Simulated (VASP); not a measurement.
# Pd (Fd-3m) in VASP: notebook

The runs below take Pd through single point, with r2SCAN.

Program: VASP 6.6.1. These are calculated values, not measurements. Logs are shortened: lines on timing, memory, paths and dates and some standing lists are left out, and cuts for length are marked.

### Step 1. The cell of the first run

The structure is cubic, space group Fd-3m (No. 227). The conventional cell has a = 5.956 Å, b = 5.956 Å, c = 5.956 Å, α = 90.00°, β = 90.00°, γ = 90.00°. Within 3.4 Å of Pd (site symmetry -43m) lie 4 Pd at 2.58 Å.

This isn't the form of Pd at room conditions, which is fcc.

### Step 2. Single point, r2SCAN, collinear spin (26.40 Å³/atom)

The input, POSCAR:

```
Pd
1.0
    0.0000000000      2.9777572104      2.9777572104
    2.9777572104      0.0000000000      2.9777572104
    2.9777572104      2.9777572104      0.0000000000
Pd
2
Direct
    0.1250000000      0.1250000000      0.1250000000
    0.8750000000      0.8750000000      0.8750000000
```

The input, INCAR.step1:

```
  PREC = Accurate
  ENCUT = 520
  ISMEAR = -1
  SIGMA = 0.05
  LREAL = F
  LASPH = T
  NELM = 150
  ISPIN = 2
  MAGMOM = -0.52 -0.52
  LMAXMIX = 4
  NBANDS = 21
  GGA = PE
  ALGO = Normal
  EDIFF = 1E-4
  LWAVE = T
  LCHARG = F
```

The input, INCAR.step2:

```
  PREC = Accurate
  ENCUT = 520
  EDIFF = 1E-6
  ISMEAR = -1
  SIGMA = 0.05
  LREAL = F
  LASPH = T
  NELM = 150
  ALGO = Normal
  ISIF = 2
  LWAVE = F
  LCHARG = T
  ISPIN = 2
  MAGMOM = -0.52 -0.52
  LORBIT = 11
  LMAXMIX = 4
  METAGGA = R2SCAN
  LMIXTAU = T
  LELF = T
  LVHAR = T
  NBANDS = 21
  ISTART = 1
```

The input, KPOINTS:

```
regular mesh
0
Gamma
  11 11 11
```

Potentials or basis: VASP PAW PBE potentials, release 64 (Pd).

Launch:

```
$ cat potpaw_PBE.64/Pd/POTCAR > POTCAR
$ cp INCAR.step1 INCAR
$ mpirun -np 1 vasp_std > vasp.out
$ cp INCAR.step2 INCAR
$ mpirun -np 1 vasp_std > vasp.out
```

OUTCAR:

```text
PREC = Accurate
   ENCUT = 520
   EDIFF = 1E-6
   ISMEAR = -1
   LREAL = F
   LASPH = T
   NELM = 150
   ISIF = 2
   ISPIN = 2
   LORBIT = 11
   METAGGA = R2SCAN
   ISTART = 1

 ion  position               nearest neighbor table
   1  0.125  0.125  0.125-   2 2.58   2 2.58   2 2.58   2 2.58
   2  0.875  0.875  0.875-   1 2.58   1 2.58   1 2.58   1 2.58

  LATTYP: Found a face centered cubic cell.
 ALAT       =     5.9555144208

  Lattice vectors:

 A1 = (   0.0000000000,   2.9777572104,   2.9777572104)
 A2 = (   2.9777572104,   0.0000000000,   2.9777572104)
 A3 = (   2.9777572104,   2.9777572104,   0.0000000000)

Analysis of symmetry for initial positions (statically):
=====================================================================
 Subroutine PRICEL returns:
 Original cell was already a primitive cell.

 Routine SETGRP: Setting up the symmetry group for a
 face centered cubic supercell.

 Subroutine GETGRP returns: Found 48 space group operations
 (whereof 12 operations were pure point group operations)
 out of a pool of 48 trial point group operations.

The static configuration has the point symmetry D_3d.
 The point group associated with its full space group is O_h .

Analysis of symmetry for dynamics (positions and initial velocities):
=====================================================================
 Subroutine PRICEL returns:
 Original cell was already a primitive cell.

 Routine SETGRP: Setting up the symmetry group for a
 face centered cubic supercell.

 Subroutine GETGRP returns: Found 48 space group operations
 (whereof 12 operations were pure point group operations)
 out of a pool of 48 trial point group operations.

The dynamic configuration has the point symmetry D_3d.
 The point group associated with its full space group is O_h .

Analysis of structural, dynamic, and magnetic symmetry:
=====================================================================
 Subroutine PRICEL returns:
 Original cell was already a primitive cell.

 Routine SETGRP: Setting up the symmetry group for a
 face centered cubic supercell.

 Subroutine GETGRP returns: Found 48 space group operations
 (whereof 12 operations were pure point group operations)
 out of a pool of 48 trial point group operations.

The overall configuration has the point symmetry D_3d.
 The point group associated with its full space group is O_h .

[... 115 lines left out ...]
   IALGO  =     38    algorithm
   IMIX   =      4    mixing-type and parameters
     AMIX     =   0.40;   BMIX     =  1.00
     AMIX_MAG =   1.60;   BMIX_MAG =  1.00
  volume/ion in A,a.u.               =      26.40       178.18
  Fermi-wavevector in a.u.,A,eV,Ry     =   1.184456  2.238297 19.088099  1.402936
  Thomas-Fermi vector in A             =   2.320670
   LORBIT       =     11    0 simple, 1 ext, 2 COOP (PROOUT), +10 PAW based schemes
   METAGGA = R2SCAN    functional components
   LHFCALC =     F    Hartree Fock is set to
   AEXX    =    0.0000 exact exchange contribution
   IVDW    =     0    specifies the selected vdW correction
   LEPSILON=     F    determine dielectric tensor
   LRPA    =     F    only Hartree local field effects (RPA)
 spin polarized calculation
  energy-cutoff  :      520.00
  volume of cell :       52.81
 maximum number of plane-waves:      1433
   NGX = 15   NGY = 15   NGZ = 15

 number of electron      19.9999996 magnetization      -1.0012919

 Free energy of the ion-electron system (eV)
  ---------------------------------------------------
  ext. energy  EPLUGINS =         0.00000000
  ---------------------------------------------------
  free energy    TOTEN  =       -43.43115777 eV

  energy without entropy =      -43.39406802  energy(sigma->0) =      -43.41261290

 E-fermi :   3.1643     XC(G=0): -10.0811

 val. band max:        3.1568439014   @ k =  -0.4545   0.1818   0.0000
 cond. band min:       3.1656284389   @ k =  -0.1818   0.0909   0.0000
 fundamental gap:      0.0087845375
 Fermi energy:         3.1643239642

 spin component 1

 k-point     1 :       0.0000    0.0000    0.0000
  band No.  band energies     occupation
      1      -1.0331      1.00000
      2       0.1494      1.00000
      3       0.1494      1.00000
      4       0.2857      1.00000
      5       0.2857      1.00000
      6       0.2857      1.00000
[... 565 lines left out ...]
     20      19.0959      0.00000
     21      21.4209      0.00000

 [... further k-points ...]

 spin component 2

 k-point     1 :       0.0000    0.0000    0.0000
  band No.  band energies     occupation
      1      -1.0479      1.00000
      2      -0.2053      1.00000
      3      -0.2053      1.00000
      4      -0.1586      1.00000
      5      -0.1586      1.00000
      6      -0.1586      1.00000
[... 565 lines left out ...]
     20      18.9783      0.00000
     21      21.3410      0.00000

 [... further k-points ...]

------------------------ aborting loop because EDIFF is reached ----------------------------------------

  FORCE on cell =-STRESS in cart. coord.  units (eV):
  Direction    XX          YY          ZZ          XY          YZ          ZX
  --------------------------------------------------------------------------------------
  -------------------------------------------------------------------------------------
  Total       -2.1768997     -2.1768997     -2.1768997      0.0000000     -0.0000000     -0.0000000
  in kB      -66.0467057    -66.0467057    -66.0467057      0.0000000     -0.0000000     -0.0000000
  external PRESSURE =     -66.0467057 kB  Pullay stress =       0.0000000 kB

 VOLUME and BASIS-vectors are now :
 -----------------------------------------------------------------------------
  energy-cutoff  :      520.00
  volume of cell :       52.81
      direct lattice vectors                 reciprocal lattice vectors
     0.000000000  2.977757210  2.977757210    -0.167911608  0.167911608  0.167911608
     2.977757210  0.000000000  2.977757210     0.167911608 -0.167911608  0.167911608
     2.977757210  2.977757210  0.000000000     0.167911608  0.167911608 -0.167911608

 POSITION                                       TOTAL-FORCE (eV/Angst)
 -----------------------------------------------------------------------------------
      0.74444      0.74444      0.74444        -0.000000      0.000000      0.000000
      5.21108      5.21108      5.21108         0.000000     -0.000000     -0.000000
 -----------------------------------------------------------------------------------
    total drift:                                0.000000      0.000000     -0.000000

  FREE ENERGIE OF THE ION-ELECTRON SYSTEM (eV)
  ---------------------------------------------------
  free  energy   TOTEN  =       -43.4311577737 eV

  energy  without entropy=      -43.3940680239  energy(sigma->0) =      -43.41261290

 total charge

# of ion       s       p       d       tot
------------------------------------------
    1        0.479   0.238   8.515   9.233
    2        0.479   0.238   8.515   9.233
--------------------------------------------------
tot          0.959   0.477  17.031  18.466

 magnetization (x)

# of ion       s       p       d       tot
------------------------------------------
    1        0.007   0.006  -0.508  -0.496
    2        0.007   0.006  -0.508  -0.496
--------------------------------------------------
tot          0.013   0.011  -1.016  -0.991
```

OUTCAR.step1:

```text
PREC = Accurate
   ENCUT = 520
   ISMEAR = -1
   LREAL = F
   LASPH = T
   NELM = 150
[... 1394 lines left out ...]
 -----------------------------------------------------------------------------------
      0.74444      0.74444      0.74444        -0.000000      0.000000      0.000000
      5.21108      5.21108      5.21108         0.000000     -0.000000     -0.000000
 -----------------------------------------------------------------------------------
    total drift:                                0.000000      0.000000     -0.000000

  FREE ENERGIE OF THE ION-ELECTRON SYSTEM (eV)
  ---------------------------------------------------
  free  energy   TOTEN  =        -8.1478860796 eV

  energy  without entropy=       -8.1070183528  energy(sigma->0) =       -8.12745222
```

It took 1.9 min on 1 thread of Intel Xeon 6975P-C (Granite Rapids), shared host; peak memory 0.27 GiB.

Results:

```yaml
Free_energy: -43.4312 eV
Pressure: -6.6 GPa
Net_moment: -1.00 μB per cell
Site_moments: Pd -0.50 μB
Valence_electrons_inside_the_program's_atomic_spheres: Pd 9.23
```

Levels at points of the mesh, in eV from the Fermi level:
Spin up:
```tsv
k point	band 7	band 8	band 9	band 10	band 11	band 12	band 13	band 14
(0.00, 0.00, 0.00)	-1.05	-1.05	-1.05	-0.13	-0.13	11.37	11.37	11.37
```
Spin down:
```csv
k point,band 9,band 10,band 11,band 12,band 13,band 14
"(0.00, 0.00, 0.00)",-1.59,-0.59,-0.59,11.26,11.26,11.26
```

Caveat: the cell stands under tension; the PAW data sets were made with another functional, which shifts forces and pressure a little.

### Step 3. Single point, r2SCAN, collinear spin (22.63 Å³/atom)

This run uses another cell than the first one, of 22.63 Å³/atom.

The input, POSCAR:

```
Pd
1.0
    0.0000000000      2.8286138129      2.8286138129
    2.8286138129      0.0000000000      2.8286138129
    2.8286138129      2.8286138129      0.0000000000
Pd
2
Direct
    0.1250000000      0.1250000000      0.1250000000
    0.8750000000      0.8750000000      0.8750000000
```

The input, INCAR.step1:

```
PREC = Accurate ; ENCUT = 520
ISMEAR = -1 ; SIGMA = 0.05
LREAL = F ; LASPH = T
NELM = 150 ; ISPIN = 2
MAGMOM = 0.52 0.52 ; LMAXMIX = 4
NBANDS = 21 ; GGA = PE
ALGO = Normal ; EDIFF = 1E-4
LWAVE = T ; LCHARG = F
```

The input, INCAR.step2:

```
PREC = Accurate ; ENCUT = 520
EDIFF = 1E-7 ; ISMEAR = -1
SIGMA = 0.05 ; LREAL = F
LASPH = T ; NELM = 150
ALGO = Normal ; ISIF = 2
LWAVE = F ; LCHARG = F
ISPIN = 2 ; MAGMOM = 0.52 0.52
LORBIT = 11 ; LMAXMIX = 4
METAGGA = R2SCAN ; LMIXTAU = T
NBANDS = 21 ; ISTART = 1
```

KPOINTS is that of step 2.

Potentials or basis: VASP PAW PBE potentials, release 64 (Pd).

Launch:

```
$ cat potpaw_PBE.64/Pd/POTCAR > POTCAR
$ cp INCAR.step1 INCAR
$ mpirun -np 1 vasp_std > vasp.out
$ cp INCAR.step2 INCAR
$ mpirun -np 1 vasp_std > vasp.out
```

Wall time 7.4 min (1 thread of Intel Xeon 8259CL, shared host); peak memory 0.24 GiB.

Results (log left out):

```
Free energy                                           : -43.5399 eV
Pressure                                              : 3.5 GPa
Net moment                                            : 1.07 μB per cell
Site moments                                          : Pd +0.53 μB
Valence electrons inside the program's atomic spheres : Pd 9.43
```

Levels at points of the mesh, in eV from the Fermi level:
Spin up:
```csv
k point,band 7,band 8,band 9,band 10,band 11,band 12,band 13,band 14,band 15,band 16
"(0.00, 0.00, 0.00)",-1.91,-1.91,-1.91,-0.61,-0.61,12.50,12.50,12.50,12.83,12.88
```
Spin down:
| k point | band 6 | band 7 | band 8 | band 9 | band 10 | band 11 | band 12 | band 13 | band 14 | band 15 |
| --- | --- | --- | --- | --- | --- | --- | --- | --- | --- | --- |
| (0.00, 0.00, 0.00) | -3.56 | -1.35 | -1.35 | -1.35 | -0.08 | -0.08 | 12.62 | 12.62 | 12.62 | 13.02 |

Caveat: the cell stands under pressure; the PAW data sets were made with another functional, which shifts forces and pressure a little.
